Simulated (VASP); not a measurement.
ZrC: single point with LDA

The system is ZrC.

```
Zr C
1.0
     0.00000    2.32073    2.32073
     2.32073    0.00000    2.32073
     2.32073    2.32073    0.00000
Zr C
1 1
Direct
  0.50000 0.50000 0.50651
  0.00000 0.00000 0.95058
```

This cell differs from its parent crystal: mode 4 frozen in at -0.115 Å and mode 5 at -0.115 Å (largest displacements).

```
Program             : VASP 6.6.1
Task                : single point
Functional          : LDA
Potentials or basis : VASP PAW LDA potentials, release 64 (Zr_sv, C)
Cutoff              : 520 eV
k mesh              : 16 × 16 × 16
Occupations         : gaussian, width 0.15 eV
Spin                : no spin polarisation
```

| Item | Value |
| --- | --- |
| Pressure | 3.5 GPa |
| Largest force | 1.385 eV/Å |
| Band gap on the k mesh | zero (band 8 reaches 10.26 eV, above the bottom of band 9 at 9.98 eV) |

Forces on the atoms (eV/Å):
```
Zr  -0.979 -0.979  0.000
C    0.979  0.979  0.000
```

Stress tensor (GPa, compression positive):
```
 5.42 -1.79  0.00
-1.79  5.42  0.00
 0.00  0.00 -0.24
```

Levels at points of the mesh, in eV from the Fermi level:
```csv
k point,band 6,band 7,band 8,band 9,band 10,band 11
"(0.00, 0.00, 0.00)",-0.26,-0.17,0.25,0.91,1.84,2.05
"(0.50, 0.00, 0.00)",-5.53,-3.11,-3.00,4.43,4.48,5.38
"(0.00, 0.00, 0.50)",-5.49,-3.20,-3.16,4.49,4.56,5.35
"(0.50, 0.50, 0.00)",-2.56,-2.07,-0.13,0.69,4.77,5.77
"(0.00, 0.50, 0.50)",-2.34,-2.00,-0.03,0.35,4.66,5.77
```

It took 88 s on 1 thread of Intel(R) Xeon(R) Platinum 8375C CPU @ 2.90GHz (Ice Lake) (shared host), peak memory 0.32 GiB.

Caveat: the cell differs from its parent crystal (mode 4 frozen in at -0.115 Å and mode 5 at -0.115 Å (largest displacements)); forces of over 1 eV/Å act on the atoms, so gaps and moduli don't describe the material at rest.
